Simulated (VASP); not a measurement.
# MgO (kk07) (Fm-3m) in VASP: a series of runs

Runs on MgO (kk07). Level: LDA. Tasks: single point, relaxation of cell and atoms.

Everything below comes from runs of VASP 6.6.1. Logs are shortened: lines on timing, memory, paths and dates and some standing lists are left out, and cuts for length are marked.

**What was measured.**

From “Electronic structure of alkaline earth and post-transition metal oxides”, 2009, arxiv:0908.1581, for a bulk crystal of MgO: band gap 7.83 eV.

The results are compared with them further down.

### 1 The cell of the first run

It takes space group Fm-3m (No. 225, cubic). Conventional cell: a = 4.161 Å, b = 4.161 Å, c = 4.161 Å, α = 90.00°, β = 90.00°, γ = 90.00°. Within 2.8 Å of Mg (site symmetry m-3m) lie 6 O at 2.08 Å. Within 2.8 Å of O (site symmetry m-3m) lie 6 Mg at 2.08 Å.

### 2 Single point, LDA

INCAR

```
SYSTEM = MgO
  PREC = Accurate
  ENCUT = 520
  EDIFF = 1E-7
  ISMEAR = 0
  SIGMA = 0.02
  LREAL = .False.
  LASPH = .True.
  NELM = 80
  ALGO = Normal
  ISIF = 2
  LWAVE = .False.
  LCHARG = .False.
  NBANDS = 11
```

KPOINTS

```
regular mesh
0
Gamma
  14 14 14
  0 0 0
```

POSCAR

```
MgO
1.0
    0.0000000000      2.0803345378      2.0803345378
    2.0803345378      0.0000000000      2.0803345378
    2.0803345378      2.0803345378      0.0000000000
Mg O
1 1
Direct
    0.0000000000      0.0000000000      0.0000000000
    0.5000000000      0.5000000000      0.5000000000
```

Potentials or basis: VASP PAW LDA potentials, release 64 (Mg, O).

Run with:

```bash
$ cat potpaw_LDA.64/Mg/POTCAR potpaw_LDA.64/O/POTCAR > POTCAR
$ mpirun -np 1 vasp_std > vasp.out
```

OUTCAR:

```text
SYSTEM = MgO
   PREC = Accurate
   ENCUT = 520
   EDIFF = 1E-7
   ISMEAR = 0
   LREAL = .False.
   LASPH = .True.
   NELM = 80
   ISIF = 2

 ion  position               nearest neighbor table
   1  0.000  0.000  0.000-   2 2.08   2 2.08   2 2.08   2 2.08   2 2.08   2 2.08
   2  0.500  0.500  0.500-   1 2.08   1 2.08   1 2.08   1 2.08   1 2.08   1 2.08

  LATTYP: Found a face centered cubic cell.
 ALAT       =     4.1606690756

  Lattice vectors:

 A1 = (   0.0000000000,   2.0803345378,   2.0803345378)
 A2 = (   2.0803345378,   0.0000000000,   2.0803345378)
 A3 = (   2.0803345378,   2.0803345378,   0.0000000000)

Analysis of symmetry for initial positions (statically):
=====================================================================
 Subroutine PRICEL returns:
 Original cell was already a primitive cell.

 Routine SETGRP: Setting up the symmetry group for a
 face centered cubic supercell.

 Subroutine GETGRP returns: Found 48 space group operations
 (whereof 48 operations were pure point group operations)
 out of a pool of 48 trial point group operations.

The static configuration has the point symmetry O_h .

Analysis of symmetry for dynamics (positions and initial velocities):
=====================================================================
 Subroutine PRICEL returns:
 Original cell was already a primitive cell.

 Routine SETGRP: Setting up the symmetry group for a
 face centered cubic supercell.

 Subroutine GETGRP returns: Found 48 space group operations
 (whereof 48 operations were pure point group operations)
 out of a pool of 48 trial point group operations.

The dynamic configuration has the point symmetry O_h .

 Subroutine INISYM returns: Found 48 space group operations
 (whereof 48 operations are pure point group operations),
 and found     1 'primitive' translations

----------------------------------------------------------------------------------------

                                     Primitive cell

  volume of cell :      18.0065

  direct lattice vectors                    reciprocal lattice vectors
     0.000000000  2.080334538  2.080334538    -0.240345959  0.240345959  0.240345959
     2.080334538  0.000000000  2.080334538     0.240345959 -0.240345959  0.240345959
     2.080334538  2.080334538  0.000000000     0.240345959  0.240345959 -0.240345959

  length of vectors
     2.942037318  2.942037318  2.942037318     0.416291413  0.416291413  0.416291413

  position of ions in fractional coordinates (direct lattice)
     0.000000000  0.000000000  0.000000000
     0.500000000  0.500000000  0.500000000

  ion indices of the primitive-cell ions
   primitive index   ion index
                 1           1
                 2           2

----------------------------------------------------------------------------------------

 KPOINTS: regular mesh

Automatic generation of k-mesh.
 Grid dimensions read from file:
 generate k-points for:   14   14   14

 Generating k-lattice:

  Cartesian coordinates                     Fractional coordinates (reciprocal lattice)
    -0.017167569  0.017167569  0.017167569     0.071428571  0.000000000  0.000000000
     0.017167569 -0.017167569  0.017167569     0.000000000  0.071428571  0.000000000
     0.017167569  0.017167569 -0.017167569     0.000000000  0.000000000  0.071428571

  Length of vectors
     0.029735101  0.029735101  0.029735101

  Shift w.r.t. Gamma in fractional coordinates (k-lattice)
     0.000000000  0.000000000  0.000000000

 Subroutine IBZKPT returns following result:
 ===========================================

 Found    104 irreducible k-points:

 Following reciprocal coordinates:
            Coordinates               Weight
  0.000000  0.000000  0.000000      1.000000
  0.071429  0.000000  0.000000      8.000000
  0.142857  0.000000  0.000000      8.000000
  0.214286  0.000000  0.000000      8.000000
  0.285714  0.000000  0.000000      8.000000
  0.357143  0.000000  0.000000      8.000000
[... 16 lines left out ...]
  0.214286  0.142857  0.000000     24.000000
  0.285714  0.142857  0.000000     24.000000
 [... further k-points ...]
   k-points           NKPTS =    104   k-points in BZ     NKDIM =    104   number of bands    NBANDS=     11
   number of dos      NEDOS =    301   number of ions     NIONS =      2
   total plane-waves  NPLWV =  13824
   dimension x,y,z NGX =    24 NGY =   24 NGZ =   24
   dimension x,y,z NGXF=    48 NGYF=   48 NGZF=   48
   ions per type =               1   1
   NGX,Y,Z   is equivalent  to a cutoff of  13.56, 13.56, 13.56 a.u.
   NGXF,Y,Z  is equivalent  to a cutoff of  27.12, 27.12, 27.12 a.u.
 SYSTEM =  MgO
   PREC   = accura    normal or accurate (medium, high low for compatibility)
   ISTART =      0    job   : 0-new  1-cont  2-samecut
   ICHARG =      2    charge: 1-file 2-atom 10-const
   ISPIN  =      1    spin polarized calculation?
   LNONCOLLINEAR =      F non collinear calculations
   LSORBIT =      F    spin-orbit coupling
   LASPH  =      T    aspherical Exc in radial PAW
   ENCUT  =  520.0 eV  38.22 Ry    6.18 a.u.   5.47  5.47  5.47*2*pi/ulx,y,z
   NELM   =     80;   NELMIN=  2; NELMDL= -5     # of ELM steps
   EDIFF  = 0.1E-06   stopping-criterion for ELM
   LREAL  =      F    real-space projection
   EDIFFG = 0.1E-05   stopping-criterion for IOM
   NSW    =      0    number of steps for IOM
   IBRION =     -1    ionic relax: 0-MD 1-quasi-New 2-CG
   NFREE  =      0    steps in history (QN), initial steepest desc. (CG)
   ISIF   =      2    stress and relaxation
   ISYM   =      2    0-nonsym 1-usesym 2-fastsym
   POTIM  = 0.5000    time-step for ionic-motion
   TEBEG  =    0.0;   TEEND  =   0.0 temperature during run
   PSTRESS=    0.0 pullay stress
   NELECT =       8.0000    total number of electrons
   NUPDOWN=      -1.0000    fix difference up-down
   EMIN   =  10.00;   EMAX   =-10.00  energy-range for DOS
   EFERMI =   0.00;   METHOD = LEGACY
   ISMEAR =     0;   SIGMA  =   0.02  broadening in eV -4-tet -1-fermi 0-gaus
   EFERMI_NEDOS =   21; number of points for ismear=-14 and -15
   IALGO  =     38    algorithm
   IMIX   =      4    mixing-type and parameters
     AMIX     =   0.40;   BMIX     =  1.00
     AMIX_MAG =   1.60;   BMIX_MAG =  1.00
  volume/ion in A,a.u.               =       9.00        60.76
  Fermi-wavevector in a.u.,A,eV,Ry     =   1.249189  2.360626 21.231542  1.560474
  Thomas-Fermi vector in A             =   2.383242
   LORBIT       =      0    0 simple, 1 ext, 2 COOP (PROOUT), +10 PAW based schemes
   GGA     = CA    functional components
   LHFCALC =     F    Hartree Fock is set to
   AEXX    =    0.0000 exact exchange contribution
   IVDW    =     0    specifies the selected vdW correction
   LEPSILON=     F    determine dielectric tensor
   LRPA    =     F    only Hartree local field effects (RPA)
 non-spin polarized calculation
 Gauss-broadening in eV      SIGMA  =   0.02
  energy-cutoff  :      520.00
  volume of cell :       18.01
 maximum number of plane-waves:       531
 NGX is ok and might be reduce to    24
   NGX = 11   NGY = 11   NGZ = 11

 number of electron       8.0000001 magnetization

 Free energy of the ion-electron system (eV)
  ---------------------------------------------------
  ext. energy  EPLUGINS =         0.00000000
  ---------------------------------------------------
  free energy    TOTEN  =       -13.44457232 eV

  energy without entropy =      -13.44457232  energy(sigma->0) =      -13.44457232

 E-fermi :   3.3126     XC(G=0): -11.7708

 val. band max:        3.1658821692   @ k =   0.0000   0.0000   0.0000
 cond. band min:       8.1898592246   @ k =   0.0000   0.0000   0.0000
 fundamental gap:      5.0239770555
 Fermi energy:         3.3125502088

 k-point     1 :       0.0000    0.0000    0.0000
  band No.  band energies     occupation
      1     -14.0340      2.00000
      2       3.1659      2.00000
      3       3.1659      2.00000
      4       3.1659      2.00000
      5       8.1899      0.00000
      6      18.8909      0.00000
      7      18.8909      0.00000
      8      18.8909      0.00000
      9      23.0129      0.00000
     10      24.7023      0.00000
     11      24.7023      0.00000

 k-point     2 :       0.0714    0.0000    0.0000
  band No.  band energies     occupation
      1     -13.9734      2.00000
      2       2.8040      2.00000
      3       3.1275      2.00000
      4       3.1275      2.00000
      5       8.5287      0.00000
      6      18.1453      0.00000
      7      19.0246      0.00000
      8      19.0246      0.00000
      9      24.0241      0.00000
     10      24.2818      0.00000
     11      24.2818      0.00000

 k-point     3 :       0.1429    0.0000    0.0000
  band No.  band energies     occupation
      1     -13.7992      2.00000
      2       1.9458      2.00000
      3       3.0221      2.00000
      4       3.0221      2.00000
      5       9.3022      0.00000
      6      16.9419      0.00000
      7      19.3689      0.00000
      8      19.3689      0.00000
      9      23.6167      0.00000
     10      23.6167      0.00000
     11      25.5097      0.00000

 k-point     4 :       0.2143    0.0000    0.0000
  band No.  band energies     occupation
      1     -13.5337      2.00000
      2       0.9150      2.00000
      3       2.8747      2.00000
      4       2.8747      2.00000
      5      10.1353      0.00000
      6      16.0272      0.00000
      7      19.7294      0.00000
      8      19.7294      0.00000
      9      23.2977      0.00000
     10      23.2977      0.00000
     11      25.6285      0.00000
[... 239 lines left out ...]
 k-point    22 :       0.1429    0.1429    0.0000
  band No.  band energies     occupation
      1     -13.7259      2.00000
      2       1.8630      2.00000
      3       2.8499      2.00000
      4       2.8499      2.00000
      5       9.6755      0.00000
      6      16.2799      0.00000
      7      19.6198      0.00000
      8      19.6198      0.00000
      9      21.5922      0.00000
     10      25.3435      0.00000
     11      27.0356      0.00000

 k-point    23 :       0.2143    0.1429    0.0000
  band No.  band energies     occupation
      1     -13.5336      2.00000
      2       1.2140      2.00000
      3       2.6960      2.00000
      4       2.6968      2.00000
      5      10.3711      0.00000
      6      15.5098      0.00000
      7      19.7845      0.00000
      8      19.9691      0.00000
      9      20.9192      0.00000
     10      25.4113      0.00000
     11      27.9531      0.00000

 k-point    24 :       0.2857    0.1429    0.0000
  band No.  band energies     occupation
      1     -13.2686      2.00000
      2       0.4189      2.00000
      3       2.4834      2.00000
      4       2.5406      2.00000
      5      11.1228      0.00000
      6      14.9929      0.00000
      7      19.2246      0.00000
      8      20.2290      0.00000
      9      21.3237      0.00000
     10      25.4765      0.00000
     11      27.7684      0.00000

 [... further k-points ...]
[... 5 lines left out ...]
  --------------------------------------------------------------------------------------
  -------------------------------------------------------------------------------------
  Total       -0.2101017     -0.2101017     -0.2101017     -0.0000000     -0.0000000      0.0000000
  in kB      -18.6943569    -18.6943569    -18.6943569     -0.0000000     -0.0000000      0.0000000
  external PRESSURE =     -18.6943569 kB  Pullay stress =       0.0000000 kB

 VOLUME and BASIS-vectors are now :
 -----------------------------------------------------------------------------
  energy-cutoff  :      520.00
  volume of cell :       18.01
      direct lattice vectors                 reciprocal lattice vectors
     0.000000000  2.080334538  2.080334538    -0.240345959  0.240345959  0.240345959
     2.080334538  0.000000000  2.080334538     0.240345959 -0.240345959  0.240345959
     2.080334538  2.080334538  0.000000000     0.240345959  0.240345959 -0.240345959

 POSITION                                       TOTAL-FORCE (eV/Angst)
 -----------------------------------------------------------------------------------
      0.00000      0.00000      0.00000         0.000000      0.000000      0.000000
      2.08033      2.08033      2.08033        -0.000000     -0.000000     -0.000000
 -----------------------------------------------------------------------------------
    total drift:                               -0.000000     -0.000000      0.000000

  FREE ENERGIE OF THE ION-ELECTRON SYSTEM (eV)
  ---------------------------------------------------
  free  energy   TOTEN  =       -13.4445723168 eV

  energy  without entropy=      -13.4445723168  energy(sigma->0) =      -13.44457232
```

Run time: 12 s. Hardware: 1 thread of AMD EPYC 9R14 (Zen 4), shared host; peak memory 0.11 GiB.

What came out:

```yaml
Free_energy: -13.4446 eV
Pressure: -1.9 GPa
Band_gap_on_the_k_mesh: 5.02 eV, direct
```

(Continued in part 2 of 2.)
